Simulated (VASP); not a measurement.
Cs, 1 atom in the cell. The structure is cubic, space group Im-3m (No. 229). Conventional cell: a = 6.257 Å, b = 6.257 Å, c = 6.257 Å, α = 90.00°, β = 90.00°, γ = 90.00°. 

```yaml
Program: VASP 6.6.1
Task: relaxation of cell and atoms
Functional: PBE
Potentials_or_basis: VASP PAW PBE potentials, release 64 (Cs_sv)
Cutoff: 600 eV
k_mesh: 6 × 6 × 6
Occupations: fermi-dirac, width 0.05 eV
Spin: no spin polarisation
Target_pressure: 5 GPa
Dipole_correction: no
Further_INCAR_settings: ALGO = Normal; EDIFF = 1e-07; IBRION = 2; EDIFFG = -0.01; NSW = 80; ISIF = 3
```

Potentials or basis: VASP PAW PBE potentials, release 64 (Cs_sv).

Run with:

```bash
$ cat potpaw_PBE.64/Cs_sv/POTCAR > POTCAR
$ mpirun -np 1 vasp_std > vasp.out
```

Hardware: 1 thread of Intel(R) Xeon(R) 6975P-C (Granite Rapids), with other jobs on the host.

Task: How long does it take, and how much memory?

Result: Run time: 71 s on 1 thread of Intel(R) Xeon(R) 6975P-C (Granite Rapids), on a shared host, peak memory 0.35 GiB. Counts: scf iterations 67, k points 16, ion steps 7.
